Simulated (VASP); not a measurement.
# GeB16N15 (a cell with a defect) in VASP: notebook

The runs below take GeB16N15 (a cell with a defect) through single point, with LDA, PBE, r2SCAN.

Everything below comes from runs of VASP 6.6.1. Logs are shortened: lines on timing, memory, paths and dates and some standing lists are left out, and cuts for length are marked.

### Step 1. The cell of the first run

The cell holds a defect, 32 atoms: a = 6.277 Å, b = 6.277 Å, c = 6.277 Å, α = 109.47°, β = 109.47°, γ = 109.47°.

### Step 2. Single point, LDA

File INCAR:

```
PREC     = Accurate       # precision mode
ENCUT    = 520            # plane-wave cutoff, eV
EDIFF    = 1E-6           # SCF threshold, eV
ISMEAR   = -1             # smearing method
SIGMA    = 0.01           # smearing width, eV
LREAL    = Auto         
LASPH    = True           # aspherical terms in the spheres
NELM     = 120            # most SCF steps
ALGO     = Normal         # electronic algorithm
ISIF     = 2              # what is computed and relaxed
LWAVE    = False          # write WAVECAR
LCHARG   = False          # write CHGCAR
NBANDS   = 90             # bands
NELECT   = 136.0        
GGA_COMPAT= False
```

File KPOINTS:

```
Automatic mesh
0
Gamma
  1 1 1
  0.25 0.25 0.25
```

File POSCAR:

```
GeB16N15
1.0
   -3.6241103844      3.6241103844     -3.6241103844
    3.6241103844      3.6241103844      3.6241103844
    3.6241103844     -3.6241103844     -3.6241103844
B N Ge
16 15 1
Direct
    0.0048388506      0.0080765365     -0.0008746048
   -0.0038607564      0.2510553237      0.7530013324
   -0.0038460987      0.5033615013      0.5007394955
    0.0048710905      0.7494840261      0.2577058612
    0.2478839384     -0.0074849935      0.7437737152
    0.1888262440      0.2511442891      0.5007694495
    0.2478351334      0.4941265677      0.2421264769
    0.2553302837      0.7531057005      0.0027884687
    0.4909603436     -0.0472482220      0.5007237254
    0.4908731910      0.2510927756      0.2023905138
    0.5064416752      0.5096902456      0.0023619926
    0.5064348545      0.7527265736      0.7593439226
    0.7438925021     -0.0012082215      0.2484768391
    0.7533000286      0.2510723360     -0.0013031055
    0.7892018820      0.5494799843      0.7991139989
    0.7533345853      0.7490613051      0.5007347273
    0.0040361659      0.0024228970      0.2520779463
    0.0022659520      0.2510838478     -0.0009333142
    0.0105331675      0.5061501750      0.7558077008
    0.0023015879      0.7494473171      0.5007459893
    0.2444097055     -0.0046644544     -0.0161330830
    0.2526443481      0.2510901720      0.7494277356
    0.2525918109      0.4998244609      0.5007482448
    0.2443875613      0.7341568248      0.2449174400
    0.5001917820     -0.0100098007      0.7565452422
    0.5001743485      0.5068781810      0.2396370460
    0.5039368010      0.7527510125      0.0024177771
    0.7555432158     -0.0040837795      0.5007383876
    0.7555007818      0.2510864236      0.2456349964
    0.7612817449      0.5122174241      0.0176187847
    0.7612716484      0.7679676968      0.7618442385
    0.5188411740      0.2510535573      0.5007360584
```

Potentials or basis: VASP PAW LDA potentials, release 64 (B, N, Ge_d).

Started as:

```
$ cat potpaw_LDA.64/B/POTCAR potpaw_LDA.64/N/POTCAR potpaw_LDA.64/Ge_d/POTCAR > POTCAR
$ mpirun -np 1 vasp_std > vasp.out
```

OUTCAR:

```text
PREC = Accurate
   ENCUT = 520
   EDIFF = 1E-6
   ISMEAR = -1
   LREAL = Auto
   LASPH = True
   NELM = 120
   ISIF = 2
   NELECT = 136.0

 ion  position               nearest neighbor table
   1  0.005  0.008  0.999-  31 1.51  18 1.53  21 1.56  17 1.60
   2  0.996  0.251  0.753-  18 1.53  28 1.57  19 1.57  22 1.62
   3  0.996  0.503  0.501-  20 1.53  19 1.57  29 1.57  23 1.62
   4  0.005  0.749  0.258-  30 1.51  20 1.53  24 1.56  17 1.60
   5  0.248  0.993  0.744-  21 1.51  20 1.53  25 1.56  22 1.60
   6  0.189  0.251  0.501-  22 1.48  23 1.48  17 1.48  32 2.07
[... 24 lines left out ...]
  31  0.761  0.768  0.762-   1 1.51  15 1.52  12 1.56  16 1.59
  32  0.519  0.251  0.501-   9 1.82  10 1.82  15 1.82   6 2.07

  LATTYP: Found a body centered cubic cell.
 ALAT       =     7.2482207688

  Lattice vectors:

 A1 = (  -3.6241103844,   3.6241103844,  -3.6241103844)
 A2 = (   3.6241103844,   3.6241103844,   3.6241103844)
 A3 = (   3.6241103844,  -3.6241103844,  -3.6241103844)

Analysis of symmetry for initial positions (statically):
=====================================================================
 Subroutine PRICEL returns:
 Original cell was already a primitive cell.

 Routine SETGRP: Setting up the symmetry group for a
 body centered cubic supercell.

 Subroutine GETGRP returns: Found  1 space group operations
 (whereof  1 operations were pure point group operations)
 out of a pool of 48 trial point group operations.

The static configuration has the point symmetry C_1 .

Analysis of symmetry for dynamics (positions and initial velocities):
=====================================================================
 Subroutine PRICEL returns:
 Original cell was already a primitive cell.

 Routine SETGRP: Setting up the symmetry group for a
 body centered cubic supercell.

 Subroutine GETGRP returns: Found  1 space group operations
 (whereof  1 operations were pure point group operations)
 out of a pool of 48 trial point group operations.

The dynamic configuration has the point symmetry C_1 .

 Subroutine INISYM returns: Found  1 space group operations
 (whereof  1 operations are pure point group operations),
 and found     1 'primitive' translations

----------------------------------------------------------------------------------------

                                     Primitive cell

  volume of cell :     190.3988

  direct lattice vectors                    reciprocal lattice vectors
    -3.624110384  3.624110384 -3.624110384     0.000000000  0.137964893 -0.137964893
     3.624110384  3.624110384  3.624110384     0.137964893  0.137964893  0.000000000
     3.624110384 -3.624110384 -3.624110384     0.137964893  0.000000000 -0.137964893

  length of vectors
     6.277143318  6.277143318  6.277143318     0.195111822  0.195111822  0.195111822

  position of ions in fractional coordinates (direct lattice)
     0.004838851  0.008076536  0.999125395
     0.996139244  0.251055324  0.753001332
     0.996153901  0.503361501  0.500739495
     0.004871090  0.749484026  0.257705861
     0.247883938  0.992515006  0.743773715
     0.188826244  0.251144289  0.500769449
[... 24 lines left out ...]
     0.761271648  0.767967697  0.761844238
     0.518841174  0.251053557  0.500736058

  ion indices of the primitive-cell ions
   primitive index   ion index
                 1           1
                 2           2
                 3           3
                 4           4
                 5           5
                 6           6
[... 24 lines left out ...]
                31          31
                32          32

----------------------------------------------------------------------------------------

 KPOINTS: Automatic mesh

Automatic generation of k-mesh.
 Grid dimensions read from file:
 generate k-points for:    1    1    1

 Generating k-lattice:

  Cartesian coordinates                     Fractional coordinates (reciprocal lattice)
     0.000000000  0.137964893 -0.137964893     1.000000000  0.000000000  0.000000000
     0.137964893  0.137964893  0.000000000     0.000000000  1.000000000  0.000000000
     0.137964893  0.000000000 -0.137964893     0.000000000  0.000000000  1.000000000

  Length of vectors
     0.195111822  0.195111822  0.195111822

  Shift w.r.t. Gamma in fractional coordinates (k-lattice)
     0.250000000  0.250000000  0.250000000

 Subroutine IBZKPT returns following result:
 ===========================================

 Found      1 irreducible k-points:

 Following reciprocal coordinates:
            Coordinates               Weight
  0.250000  0.250000  0.250000      2.000000
   k-points           NKPTS =      1   k-points in BZ     NKDIM =      1   number of bands    NBANDS=     90
   number of dos      NEDOS =    301   number of ions     NIONS =     32
   total plane-waves  NPLWV = 110592
   dimension x,y,z NGX =    48 NGY =   48 NGZ =   48
   dimension x,y,z NGXF=    96 NGYF=   96 NGZF=   96
   ions per type =              16  15   1
   NGX,Y,Z   is equivalent  to a cutoff of  12.71, 12.71, 12.71 a.u.
   NGXF,Y,Z  is equivalent  to a cutoff of  25.42, 25.42, 25.42 a.u.
 SYSTEM =  unknown system
   PREC   = accura    normal or accurate (medium, high low for compatibility)
   ISTART =      0    job   : 0-new  1-cont  2-samecut
   ICHARG =      2    charge: 1-file 2-atom 10-const
   ISPIN  =      1    spin polarized calculation?
   LNONCOLLINEAR =      F non collinear calculations
   LSORBIT =      F    spin-orbit coupling
   LASPH  =      T    aspherical Exc in radial PAW
   ENCUT  =  520.0 eV  38.22 Ry    6.18 a.u.  11.67 11.67 11.67*2*pi/ulx,y,z
   NELM   =    120;   NELMIN=  2; NELMDL= -5     # of ELM steps
   EDIFF  = 0.1E-05   stopping-criterion for ELM
   LREAL  =      T    real-space projection
   EDIFFG = 0.1E-04   stopping-criterion for IOM
   NSW    =      0    number of steps for IOM
   IBRION =     -1    ionic relax: 0-MD 1-quasi-New 2-CG
   NFREE  =      0    steps in history (QN), initial steepest desc. (CG)
   ISIF   =      2    stress and relaxation
   ISYM   =      2    0-nonsym 1-usesym 2-fastsym
   POTIM  = 0.5000    time-step for ionic-motion
   TEBEG  =    0.0;   TEEND  =   0.0 temperature during run
   PSTRESS=    0.0 pullay stress
   NELECT =     136.0000    total number of electrons
   NUPDOWN=      -1.0000    fix difference up-down
   EMIN   =  10.00;   EMAX   =-10.00  energy-range for DOS
   EFERMI =   0.00;   METHOD = LEGACY
   ISMEAR =    -1;   SIGMA  =   0.01  broadening in eV -4-tet -1-fermi 0-gaus
   EFERMI_NEDOS =   21; number of points for ismear=-14 and -15
   IALGO  =     38    algorithm
   IMIX   =      4    mixing-type and parameters
     AMIX     =   0.40;   BMIX     =  1.00
     AMIX_MAG =   1.60;   BMIX_MAG =  1.00
  volume/ion in A,a.u.               =       5.95        40.15
  Fermi-wavevector in a.u.,A,eV,Ry     =   1.463411  2.765446 29.137862  2.141572
  Thomas-Fermi vector in A             =   2.579509
   LORBIT       =      0    0 simple, 1 ext, 2 COOP (PROOUT), +10 PAW based schemes
   GGA     = CA    functional components
   LHFCALC =     F    Hartree Fock is set to
   AEXX    =    0.0000 exact exchange contribution
   IVDW    =     0    specifies the selected vdW correction
   LEPSILON=     F    determine dielectric tensor
   LRPA    =     F    only Hartree local field effects (RPA)
 non-spin polarized calculation
  energy-cutoff  :      520.00
  volume of cell :      190.40
 maximum number of plane-waves:      5072
 NGX is ok and might be reduce to    48
   NGX = 23   NGY = 23   NGZ = 23

 number of electron     136.0000000 magnetization

 Free energy of the ion-electron system (eV)
  ---------------------------------------------------
  ext. energy  EPLUGINS =         0.00000000
  ---------------------------------------------------
  free energy    TOTEN  =      -302.73508356 eV

  energy without entropy =     -302.73508356  energy(sigma->0) =     -302.73508356

 E-fermi :   9.5135     XC(G=0): -13.2174

 val. band max:        9.2640127078   @ k =   0.2500   0.2500   0.2500
 cond. band min:       9.9251436526   @ k =   0.2500   0.2500   0.2500
 fundamental gap:      0.6611309448
 Fermi energy:         9.5135474021

 k-point     1 :       0.2500    0.2500    0.2500
  band No.  band energies     occupation
      1     -14.4852      2.00000
      2     -14.3301      2.00000
      3     -14.3296      2.00000
      4     -14.0600      2.00000
      5     -14.0596      2.00000
      6     -11.1671      2.00000
[... 72 lines left out ...]
     79      15.2940      0.00000
     80      15.7701      0.00000
 [bands above 80 left out]

------------------------ aborting loop because EDIFF is reached ----------------------------------------

  FORCE on cell =-STRESS in cart. coord.  units (eV):
  Direction    XX          YY          ZZ          XY          YZ          ZX
  --------------------------------------------------------------------------------------
  -------------------------------------------------------------------------------------
  Total        2.9991347      2.9175232      2.9677421      5.7654715      5.7920038     -5.7172891
  in kB       25.2372663     24.5505180     24.9731022     48.5155733     48.7388388    -48.1101262
  external PRESSURE =      24.9202955 kB  Pullay stress =       0.0000000 kB

 VOLUME and BASIS-vectors are now :
 -----------------------------------------------------------------------------
  energy-cutoff  :      520.00
  volume of cell :      190.40
      direct lattice vectors                 reciprocal lattice vectors
    -3.624110384  3.624110384 -3.624110384     0.000000000  0.137964893 -0.137964893
     3.624110384  3.624110384  3.624110384     0.137964893  0.137964893  0.000000000
     3.624110384 -3.624110384 -3.624110384     0.137964893  0.000000000 -0.137964893

 POSITION                                       TOTAL-FORCE (eV/Angst)
 -----------------------------------------------------------------------------------
      3.63267     -3.57413     -3.60921        -0.000985     -0.021014      0.004484
      0.02869      1.79101     -5.42923        -0.000117     -0.000062     -0.013079
      0.02880      3.61967     -3.60067         0.001210      0.016554      0.003537
      3.63251      1.79991      1.76460         0.003025     -0.010138      0.019841
      5.39414      1.79982      0.00311         0.021002     -0.006910      0.000725
      2.04069     -0.22034     -1.58900        -0.033869      0.036562     -0.030889
[... 24 lines left out ...]
      2.78527      2.78112     -2.73674        -0.008011     -0.015849     -0.034356
      0.84423      0.97546     -2.78521        -0.038692      0.043146     -0.038796
 -----------------------------------------------------------------------------------
    total drift:                               -0.000806     -0.003882      0.004127

  FREE ENERGIE OF THE ION-ELECTRON SYSTEM (eV)
  ---------------------------------------------------
  free  energy   TOTEN  =      -302.7350835627 eV

  energy  without entropy=     -302.7350835627  energy(sigma->0) =     -302.73508356
```

Wall time 1.7 min (1 thread of Intel Xeon 8259CL, shared host); peak memory 0.26 GiB.

Results:

* Free energy: -302.7351 eV
* Largest force: 0.070 eV/Å

Forces in eV/Å, atoms in the order of the input:
```
B   -0.001 -0.021  0.004
B    0.000  0.000 -0.013
B    0.001  0.017  0.004
B    0.003 -0.010  0.020
B    0.021 -0.007  0.001
B   -0.034  0.037 -0.031
B    0.020 -0.002 -0.002
B   -0.014 -0.008  0.015
B    0.016  0.038  0.014
B    0.015 -0.015 -0.046
B    0.004 -0.021 -0.002
B    0.003  0.000  0.021
B   -0.012  0.002  0.001
B    0.012 -0.009 -0.013
B   -0.049 -0.018  0.014
B    0.007  0.011  0.008
N    0.034 -0.009  0.013
N   -0.002  0.002 -0.002
N    0.029 -0.010  0.010
N   -0.005 -0.001 -0.002
N    0.013  0.031 -0.009
N    0.011 -0.007  0.031
N    0.006 -0.033  0.007
N    0.026  0.016 -0.036
N   -0.038  0.015  0.022
N   -0.036 -0.020 -0.012
N   -0.003  0.003  0.000
N    0.016 -0.026  0.016
N    0.012 -0.013  0.027
N   -0.009  0.032  0.014
N   -0.008 -0.016 -0.034
Ge  -0.039  0.043 -0.039
```

Caveat: the k points lie up to 1.23 Å⁻¹ apart, too coarse for converged energies, forces and pressures; the cell carries a net charge on a neutralising background, which shifts energy and pressure; the cell is charged against a uniform background, so pressure and absolute levels hang on convention.

### Step 3. Single point, PBE

File INCAR:

```
SYSTEM = GeB16N15
  PREC = Accurate
  ENCUT = 520
  EDIFF = 1E-6
  ISMEAR = -1
  SIGMA = 0.01
  LREAL = Auto
  LASPH = .True.
  NELM = 120
  ALGO = Normal
  ISIF = 2
  LWAVE = .False.
  LCHARG = .True.
  GGA = PE
  LELF = .True.
  LVHAR = .True.
  NBANDS = 90
  NELECT = 136.0
  GGA_COMPAT = .False.
```

KPOINTS is that of step 2.

POSCAR is that of step 2.

Potentials or basis: VASP PAW PBE potentials, release 64 (B, N, Ge_d).

Started as:

```
$ cat potpaw_PBE.64/B/POTCAR potpaw_PBE.64/N/POTCAR potpaw_PBE.64/Ge_d/POTCAR > POTCAR
$ mpirun -np 1 vasp_std > vasp.out
```

It took 2.3 min on 1 thread of Intel Xeon 8259CL, shared host; peak memory 0.32 GiB.

Results (log left out):

| Item | Value |
| --- | --- |
| Free energy | -270.9527 eV |
| Largest force | 0.058 eV/Å |

Forces in eV/Å, atoms in the order of the input:
```
B    0.012 -0.003 -0.021
B   -0.005  0.004 -0.003
B   -0.003  0.007 -0.001
B    0.016  0.015  0.002
B    0.003  0.019  0.014
B   -0.009  0.011 -0.005
B    0.002 -0.016 -0.027
B    0.005  0.006  0.001
B    0.026  0.032  0.024
B    0.026 -0.025 -0.040
B   -0.022 -0.004  0.011
B   -0.023 -0.013  0.003
B   -0.002  0.007 -0.004
B   -0.002  0.005  0.006
B   -0.043 -0.029  0.025
B   -0.007 -0.009 -0.006
N   -0.030 -0.014  0.018
N    0.004 -0.004  0.007
N    0.004  0.004 -0.004
N    0.001 -0.010  0.004
N   -0.004 -0.021 -0.006
N    0.016 -0.012 -0.032
N    0.011  0.031  0.012
N    0.009  0.013  0.016
N    0.013  0.012  0.005
N    0.016 -0.002 -0.009
N    0.006 -0.003  0.006
N    0.002  0.000  0.002
N   -0.002  0.001  0.002
N   -0.006 -0.020 -0.004
N   -0.005  0.002  0.018
Ge  -0.011  0.015 -0.011
```

Levels at points of the mesh, in eV from the Fermi level:
```
           k point  band 64  band 65  band 66  band 67  band 68  band 69  band 70  band 71  band 72  band 73
(0.25, 0.25, 0.25)    -3.13    -3.00    -3.00    -0.31    -0.31     0.40     4.24     5.18     5.18     5.49
```

Caveat: the k points lie up to 1.23 Å⁻¹ apart, too coarse for converged energies, forces and pressures; the cell carries a net charge on a neutralising background, which shifts energy and pressure; the cell is charged against a uniform background, so pressure and absolute levels hang on convention.

### Step 4. Single point, r2SCAN

POSCAR is that of step 3.

File INCAR.step1:

```
SYSTEM = GeB16N15
PREC     = Accurate       ! precision mode
ENCUT    = 580            ! plane-wave cutoff, eV
ISMEAR   = -1             ! smearing method
SIGMA    = 0.01           ! smearing width, eV
LREAL    = Auto         
LASPH    = .True.         ! aspherical terms in the spheres
NELM     = 120            ! most SCF steps
NBANDS   = 90             ! bands
NELECT   = 136.0        
GGA      = PE             ! functional
ALGO     = Normal         ! electronic algorithm
EDIFF    = 1E-5           ! SCF threshold, eV
LWAVE    = .True.         ! write WAVECAR
LCHARG   = .False.        ! write CHGCAR
GGA_COMPAT= .False.
```

File INCAR.step2:

```
SYSTEM = GeB16N15
PREC     = Accurate       ! precision mode
ENCUT    = 580            ! plane-wave cutoff, eV
EDIFF    = 1E-6           ! SCF threshold, eV
ISMEAR   = -1             ! smearing method
SIGMA    = 0.01           ! smearing width, eV
LREAL    = Auto         
LASPH    = .True.         ! aspherical terms in the spheres
NELM     = 120            ! most SCF steps
ALGO     = Normal         ! electronic algorithm
ISIF     = 2              ! what is computed and relaxed
LWAVE    = .False.        ! write WAVECAR
LCHARG   = .False.        ! write CHGCAR
METAGGA  = R2SCAN         ! meta-GGA
LMIXTAU  = .True.       
NBANDS   = 90             ! bands
NELECT   = 136.0        
ISTART   = 1            
GGA_COMPAT= .False.
```

KPOINTS is that of step 3.

Started as:

```
$ cat potpaw_PBE.64/B/POTCAR potpaw_PBE.64/N/POTCAR potpaw_PBE.64/Ge_d/POTCAR > POTCAR
$ cp INCAR.step1 INCAR
$ mpirun -np 1 vasp_std > vasp.out
$ cp INCAR.step2 INCAR
$ mpirun -np 1 vasp_std > vasp.out
```

Wall time 4.8 min (1 thread of Intel Xeon 8259CL, shared host); peak memory 0.39 GiB.

Results (log left out):

```yaml
Free_energy: -306.5894 eV
Largest_force: 0.378 eV/Å
```

Forces in eV/Å, atoms in the order of the input:
```
B   -0.025  0.017  0.071
B    0.043 -0.044 -0.051
B    0.051  0.057  0.051
B   -0.019 -0.076 -0.017
B   -0.016 -0.075 -0.023
B   -0.003  0.006 -0.001
B   -0.017  0.020  0.065
B   -0.061  0.005  0.000
B    0.225  0.185  0.223
B    0.223 -0.225 -0.194
B    0.071  0.017 -0.025
B    0.071  0.023 -0.015
B   -0.050 -0.042  0.044
B   -0.002  0.003 -0.060
B   -0.199 -0.229  0.226
B   -0.006  0.056 -0.005
N    0.100  0.058 -0.054
N   -0.015  0.015 -0.001
N    0.008  0.020 -0.020
N   -0.018 -0.003 -0.016
N   -0.028  0.056  0.031
N   -0.056  0.060  0.097
N   -0.061 -0.098 -0.061
N   -0.014 -0.024 -0.061
N   -0.063 -0.025 -0.018
N   -0.061  0.020  0.027
N   -0.001  0.017 -0.013
N   -0.014 -0.005 -0.015
N   -0.019  0.016  0.008
N    0.032  0.057 -0.027
N    0.033  0.025 -0.059
Ge  -0.109  0.114 -0.107
```

Levels at points of the mesh, in eV from the Fermi level:
```
           k point  band 64  band 65  band 66  band 67  band 68  band 69  band 70  band 71  band 72  band 73
(0.25, 0.25, 0.25)    -3.25    -3.11    -3.11    -0.30    -0.30     0.64     4.79     5.70     5.70     6.05
```

Caveat: the k points lie up to 1.23 Å⁻¹ apart, too coarse for converged energies, forces and pressures; the cell carries a net charge on a neutralising background, which shifts energy and pressure; the cell is charged against a uniform background, so pressure and absolute levels hang on convention; the PAW data sets were made with another functional, which shifts forces and pressure a little.
